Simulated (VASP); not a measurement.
# InSb in VASP: further runs

InSb is run at these levels: PBE; tasks: single point.

Program: VASP 6.6.1. These are calculated values, not measurements. Logs are shortened: lines on timing, memory, paths and dates and some standing lists are left out, and cuts for length are marked.

## (1) The cell of the first run

The cell holds a slab with vacuum, 16 atoms: a = 9.162 Å, b = 9.162 Å, c = 15.675 Å, α = 90.00°, β = 90.00°, γ = 60.00°.

## (2) Single point, PBE

File INCAR:

```
SYSTEM = InSb
ALGO = Normal
EDIFF = 1E-7
ENCUT = 520
GGA = PE
ISIF = 2
ISMEAR = -1
LASPH = .TRUE.
LCHARG = .FALSE.
LREAL = Auto
LWAVE = .FALSE.
NBANDS = 86
NELM = 60
PREC = Accurate
SIGMA = 0.15
```

File KPOINTS:

```
k-points
0
G
  2 2 1
  0 0 0
```

File POSCAR:

```
InSb
1.0
    9.1615580000      0.0000000000      0.0000000000
    4.5807790000      7.9341420000      0.0000000000
    0.0000000000      0.0000000000     15.6752380000
In Sb
8 8
Direct
    0.0000000000      0.0000000000      0.0637948846
    0.9999929877      0.5000036551      0.0637948846
    0.5000022922      0.0000000000      0.0637948846
    0.5000016107      0.5000036551      0.0637948846
    0.5813322980      0.7654135759      0.3394398222
    0.5645890993      0.1088208404      0.3056030154
    0.1663778908      0.6468374274      0.3051181743
    0.0664154536      0.1441743795      0.3093413956
    0.1691407087      0.1497578440      0.1152709771
    0.1942031416      0.6469634650      0.1101546273
    0.6716741066      0.1700624970      0.1275706308
    0.6629677685      0.6813213073      0.1392897511
    0.8430841676      0.8150219646      0.4018312194
    0.6932149996      0.3873512725      0.2724169164
    0.2522440952      0.8536650844      0.4013910347
    0.2113920622      0.3336592665      0.3586038056
```

Potentials or basis: VASP PAW PBE potentials, release 64 (In_d, Sb).

On the command line:

```bash
$ cat potpaw_PBE.64/In_d/POTCAR potpaw_PBE.64/Sb/POTCAR > POTCAR
$ mpirun -np 1 vasp_std > vasp.out
```

OUTCAR:

```text
SYSTEM = InSb
   EDIFF = 1E-7
   ENCUT = 520
   GGA = PE
   ISIF = 2
   ISMEAR = -1
   LASPH = .TRUE.
   LREAL = Auto
   NELM = 60
   PREC = Accurate

 ion  position               nearest neighbor table
   1  0.000  0.000  0.064-   9 2.66  11 2.79  10 2.90
   2  1.000  0.500  0.064-  10 2.81   9 2.89  12 2.93
   3  0.500  0.000  0.064-   9 2.75  12 2.79  11 2.89
   4  0.500  0.500  0.064-  10 2.53  11 2.80  12 2.98  14 3.61
   5  0.581  0.765  0.339-  13 2.83  15 2.87   6 3.12  12 3.23  14 3.26
   6  0.565  0.109  0.306-  16 2.96  13 3.03  11 3.10   5 3.12  14 3.34
   7  0.166  0.647  0.305-  16 2.81  15 2.82  13 2.98  10 3.07
   8  0.066  0.144  0.309-  15 2.74  16 2.77  14 3.06   9 3.19
   9  0.169  0.150  0.115-   1 2.66   3 2.75   2 2.89   8 3.19
  10  0.194  0.647  0.110-   4 2.53   2 2.81   1 2.90   7 3.07
  11  0.672  0.170  0.128-   1 2.79   4 2.80   3 2.89  14 3.09   6 3.10
  12  0.663  0.681  0.139-   3 2.79   2 2.93   4 2.98   5 3.23  14 3.31
  13  0.843  0.815  0.402-   5 2.83   7 2.98   6 3.03
  14  0.693  0.387  0.272-   8 3.06  11 3.09   5 3.26  12 3.31   6 3.34   4 3.61
  15  0.252  0.854  0.401-   8 2.74   7 2.82   5 2.87
  16  0.211  0.334  0.359-   8 2.77   7 2.81   6 2.96

  LATTYP: Found a hexagonal cell.
 ALAT       =     9.1615580292
 C/A-ratio  =     1.7109795026

  Lattice vectors:

 A1 = (  -4.5807790000,  -7.9341420000,   0.0000000000)
 A2 = (   9.1615580000,   0.0000000000,   0.0000000000)
 A3 = (   0.0000000000,   0.0000000000,  15.6752380000)

Analysis of symmetry for initial positions (statically):
=====================================================================
 Subroutine PRICEL returns:
 Original cell was already a primitive cell.

 Routine SETGRP: Setting up the symmetry group for a
 hexagonal supercell.

 Subroutine GETGRP returns: Found  1 space group operations
 (whereof  1 operations were pure point group operations)
 out of a pool of 24 trial point group operations.

The static configuration has the point symmetry C_1 .

Analysis of symmetry for dynamics (positions and initial velocities):
=====================================================================
 Subroutine PRICEL returns:
 Original cell was already a primitive cell.

 Routine SETGRP: Setting up the symmetry group for a
 hexagonal supercell.

 Subroutine GETGRP returns: Found  1 space group operations
 (whereof  1 operations were pure point group operations)
 out of a pool of 24 trial point group operations.

[... 112 lines left out ...]
   NFREE  =      0    steps in history (QN), initial steepest desc. (CG)
   ISIF   =      2    stress and relaxation
   ISYM   =      2    0-nonsym 1-usesym 2-fastsym
   POTIM  = 0.5000    time-step for ionic-motion
   TEBEG  =    0.0;   TEEND  =   0.0 temperature during run
   PSTRESS=    0.0 pullay stress
   NELECT =     144.0000    total number of electrons
   NUPDOWN=      -1.0000    fix difference up-down
   EMIN   =  10.00;   EMAX   =-10.00  energy-range for DOS
   EFERMI =   0.00;   METHOD = LEGACY
   ISMEAR =    -1;   SIGMA  =   0.15  broadening in eV -4-tet -1-fermi 0-gaus
   EFERMI_NEDOS =   21; number of points for ismear=-14 and -15
   IALGO  =     38    algorithm
   IMIX   =      4    mixing-type and parameters
     AMIX     =   0.40;   BMIX     =  1.00
     AMIX_MAG =   1.60;   BMIX_MAG =  1.00
  volume/ion in A,a.u.               =      71.21       480.57
  Fermi-wavevector in a.u.,A,eV,Ry     =   0.821551  1.552506  9.183198  0.674946
  Thomas-Fermi vector in A             =   1.932730
   LORBIT       =      0    0 simple, 1 ext, 2 COOP (PROOUT), +10 PAW based schemes
   GGA     = PE    functional components
   LHFCALC =     F    Hartree Fock is set to
   AEXX    =    0.0000 exact exchange contribution
   IVDW    =     0    specifies the selected vdW correction
   LEPSILON=     F    determine dielectric tensor
   LRPA    =     F    only Hartree local field effects (RPA)
 non-spin polarized calculation
  energy-cutoff  :      520.00
  volume of cell :     1139.42
 maximum number of plane-waves:     30680
 NGX is ok and might be reduce to    70
   NGX = 35   NGY = 35   NGZ = 59

 number of electron     143.9999999 magnetization

 Free energy of the ion-electron system (eV)
  ---------------------------------------------------
  ext. energy  EPLUGINS =         0.00000000
  ---------------------------------------------------
  free energy    TOTEN  =       -48.84702492 eV

  energy without entropy =      -48.21296232  energy(sigma->0) =      -48.52999362

 E-fermi :   0.3871     XC(G=0):  -5.0045

 val. band max:        0.3609203804   @ k =   0.5000   0.5000   0.0000
 cond. band min:       0.4033597246   @ k =   0.5000   0.0000   0.0000
 fundamental gap:      0.0424393442
 Fermi energy:         0.3871147555

 k-point     1 :       0.0000    0.0000    0.0000
  band No.  band energies     occupation
      1     -14.6842      2.00000
      2     -14.5934      2.00000
      3     -14.5633      2.00000
      4     -14.5285      2.00000
      5     -14.5153      2.00000
      6     -14.5030      2.00000
[... 337 lines left out ...]
     83       2.9008      0.00000
     84       3.1748      0.00000
 [bands above 84 left out]

------------------------ aborting loop because EDIFF is reached ----------------------------------------

  FORCE on cell =-STRESS in cart. coord.  units (eV):
  Direction    XX          YY          ZZ          XY          YZ          ZX
  --------------------------------------------------------------------------------------
  -------------------------------------------------------------------------------------
  Total       10.0710316      5.7643042     -1.7440934     -0.2200149      1.0477171     -0.5991280
  in kB       14.1612338      8.1053921     -2.4524314     -0.3093708      1.4732321     -0.8424551
  external PRESSURE =       6.6047315 kB  Pullay stress =       0.0000000 kB

 VOLUME and BASIS-vectors are now :
 -----------------------------------------------------------------------------
  energy-cutoff  :      520.00
  volume of cell :     1139.42
      direct lattice vectors                 reciprocal lattice vectors
     9.161558000  0.000000000  0.000000000     0.109151740 -0.063018786  0.000000000
     4.580779000  7.934142000  0.000000000     0.000000000  0.126037573  0.000000000
     0.000000000  0.000000000 15.675238000     0.000000000  0.000000000  0.063794885

 POSITION                                       TOTAL-FORCE (eV/Angst)
 -----------------------------------------------------------------------------------
      0.00000      0.00000      1.00000        -0.400213     -0.859814     -0.314732
     11.45190      3.96710      1.00000        -0.404339     -0.182436      0.178025
      4.58080      0.00000      1.00000         0.296977      0.050117     -0.341081
      6.87120      3.96710      1.00000         2.428691     -0.598881     -0.532936
      8.83210      6.07290      5.32080        -0.171320     -0.530768     -0.223328
      5.67100      0.86340      4.79040         0.311180      0.443965      0.268412
[... 8 lines left out ...]
      6.22140      6.77310      6.29190         0.198494     -0.485333      0.325472
      3.46510      2.64730      5.62120         0.971825     -0.162944      0.224741
 -----------------------------------------------------------------------------------
    total drift:                                0.011559     -0.000937     -0.088155

  FREE ENERGIE OF THE ION-ELECTRON SYSTEM (eV)
  ---------------------------------------------------
  free  energy   TOTEN  =       -48.8470249240 eV

  energy  without entropy=      -48.2129623162  energy(sigma->0) =      -48.52999362
```

OSZICAR:

```text
N       E                     dE             d eps       ncg     rms          rms(c)
DAV:   1     0.122135262985E+04    0.12214E+04   -0.56434E+04   704   0.141E+03
DAV:   2     0.760474192830E+02   -0.11453E+04   -0.11181E+04   768   0.358E+02
DAV:   3    -0.442815351026E+02   -0.12033E+03   -0.11800E+03   816   0.156E+02
[... 16 lines left out ...]
DAV:  20    -0.488470186411E+02   -0.11453E-04   -0.12896E-06   610   0.414E-03    0.394E-03
DAV:  21    -0.488470239208E+02   -0.52798E-05   -0.84535E-07   592   0.197E-03    0.968E-04
DAV:  22    -0.488470245953E+02   -0.67446E-06   -0.12870E-07   506   0.109E-03    0.907E-04
DAV:  23    -0.488470248365E+02   -0.24127E-06   -0.72449E-08   480   0.116E-03    0.226E-04
DAV:  24    -0.488470249240E+02   -0.87502E-07   -0.20046E-08   480   0.525E-04
   1 F= -.48847025E+02 E0= -.48529994E+02  d E =-.634063E+00
```

stdout:

```text
POSCAR found type information on POSCAR InSb
 POSCAR found :  2 types and      16 ions
 scaLAPACK will be used
 LDA part: xc-table for (Slater+PW92), standard interpolation
 POSCAR, INCAR and KPOINTS ok, starting setup
 FFT: planning ... GRIDC
 FFT: planning ... GRID_SOFT
 FFT: planning ... GRID
 WAVECAR not read
 entering main loop
```

Wall time 18 min (1 thread of Intel Xeon Platinum 8259CL at 2.50GHz (Skylake/Cascade Lake), shared host); peak memory 1.1 GiB.

Results:

| Property | Result |
| --- | --- |
| Free energy | -48.8470 eV |
| Largest force | 2.783 eV/Å |
| Band gap on the k mesh | 0.04 eV (least direct gap 0.12 eV) |

Forces on the atoms (eV/Å):
```
In  -0.400 -0.860 -0.315
In  -0.404 -0.182  0.178
In   0.297  0.050 -0.341
In   2.429 -0.599 -0.533
In  -0.171 -0.531 -0.223
In   0.311  0.444  0.268
In  -0.356  0.005 -0.309
In  -0.514  0.718 -0.965
Sb   0.369  0.933  0.552
Sb  -2.152  1.563  0.818
Sb  -0.232 -0.227  0.308
Sb  -0.007 -0.871  0.199
Sb  -0.311  0.436 -0.238
Sb  -0.029 -0.233  0.051
Sb   0.198 -0.485  0.325
Sb   0.972 -0.163  0.225
```

Levels at points of the mesh, in eV from the valence-band top:
| k point | band 68 | band 69 | band 70 | band 71 | band 72 | band 73 | band 74 | band 75 | band 76 | band 77 |
| --- | --- | --- | --- | --- | --- | --- | --- | --- | --- | --- |
| (0.00, 0.00, 0.00) | -0.88 | -0.79 | -0.76 | -0.62 | -0.16 | 0.04 | 0.18 | 0.22 | 0.53 | 0.64 |
| (0.50, 0.00, 0.00) | -1.08 | -0.92 | -0.76 | -0.63 | 0.00 | 0.19 | 0.37 | 0.54 | 0.65 | 1.38 |
| (0.50, 0.50, 0.00) | -1.18 | -0.84 | -0.62 | -0.40 | -0.04 | 0.20 | 0.31 | 0.54 | 0.79 | 1.03 |
| (0.00, 0.50, 0.00) | -1.07 | -0.77 | -0.65 | -0.54 | -0.05 | 0.07 | 0.41 | 0.57 | 0.84 | 1.07 |

Caveat: the smearing spreads over this small gap; there is no dipole correction, which matters where the two faces differ; semilocal functionals underestimate gaps, and a narrow one can read as zero; spin-orbit coupling is left out, which moves the levels of the heavy elements.

## (3) Single point, PBE

File INCAR:

```
PREC = Accurate ; ENCUT = 520
EDIFF = 1E-7 ; ISMEAR = -1
SIGMA = 0.15 ; LREAL = Auto
LASPH = True ; NELM = 60
ALGO = Normal ; ISIF = 2
LWAVE = False ; LCHARG = True
GGA = PE ; LELF = True
LVHAR = True ; NBANDS = 86
```

File KPOINTS:

```
Automatic mesh
0
Gamma
  2 2 1
```

File POSCAR:

```
InSb
1.0
    9.1615580000      0.0000000000      0.0000000000
    4.5807790000      7.9341420000      0.0000000000
    0.0000000000      0.0000000000     15.6752380000
In Sb
8 8
Direct
    0.0000000000      0.0000000000      0.0637948846
    0.9999929877      0.5000036551      0.0637948846
    0.5000022922      0.0000000000      0.0637948846
    0.5000016107      0.5000036551      0.0637948846
    0.5313347969      0.5932714590      0.3668780021
    0.4836156335      0.1884891901      0.4404909195
    0.1049651204      0.7211995954      0.3655893454
   -0.1480490284      0.3217487159      0.2350522525
    0.2003009228      0.3156737049      0.2243666093
   -0.3058093426      0.9162175318      0.2711856751
    0.5634655212      0.3032842114      0.1984403682
    0.6274214001      0.6911144267      0.1846479141
    0.2706711575      0.9553900094      0.4714760950
    0.1215999912      0.6606637491      0.1546132824
    0.1142457050      0.9885504948      0.2273585894
    0.0062354350      0.2816057489      0.3971550544
```

Potentials or basis: VASP PAW PBE potentials, release 64 (In_d, Sb).

On the command line:

```bash
$ cat potpaw_PBE.64/In_d/POTCAR potpaw_PBE.64/Sb/POTCAR > POTCAR
$ mpirun -np 1 vasp_std > vasp.out
```

Run time: 19 min. Hardware: 1 thread of Intel Xeon Platinum 8259CL at 2.50GHz (Skylake/Cascade Lake), shared host; peak memory 1.1 GiB.

It converged, with:

```yaml
Free_energy: -46.5767 eV
Largest_force: 2.609 eV/Å
Band_gap_on_the_k_mesh: zero (bands 72 and 73 overlap by 0.01 eV)
```

Forces in eV/Å, atoms in the order of the input:
```
In  -0.539  0.347 -1.265
In  -1.725 -0.821 -0.966
In   0.106  0.263  0.386
In  -0.029  1.307 -1.476
In  -0.056  0.309 -0.257
In  -0.461 -0.268 -0.443
In  -0.061  0.181 -0.291
In   0.129  0.709 -0.405
Sb  -0.048 -0.438  0.464
Sb   0.547  0.791  0.136
Sb  -1.011 -1.720  1.681
Sb  -0.421 -0.491  0.162
Sb  -0.055  0.614 -0.603
Sb   1.546  0.794  1.341
Sb   1.143 -1.086  1.203
Sb   0.936 -0.490  0.333
```

Levels at points of the mesh, in eV from the Fermi level:
```
           k point  band 68  band 69  band 70  band 71  band 72  band 73  band 74  band 75  band 76  band 77
(0.00, 0.00, 0.00)    -0.74    -0.67    -0.50    -0.33    -0.21     0.04     0.12     0.33     0.84     0.95
(0.50, 0.00, 0.00)    -0.71    -0.59    -0.31    -0.20    -0.01     0.04     0.23     0.55     0.73     1.17
(0.50, 0.50, 0.00)    -0.70    -0.52    -0.50    -0.28    -0.17    -0.02     0.39     0.79     0.97     1.06
(0.00, 0.50, 0.00)    -0.76    -0.49    -0.48    -0.17    -0.03     0.22     0.32     0.61     0.67     0.94
```

Caveat: the k points lie up to 0.40 Å⁻¹ apart; the atoms stand as in a frame of molecular dynamics; there is no dipole correction, which matters where the two faces differ; spin-orbit coupling is left out, which moves the levels of the heavy elements.

The gap in the log of VASP goes by the Fermi energy; the results here count the filled bands.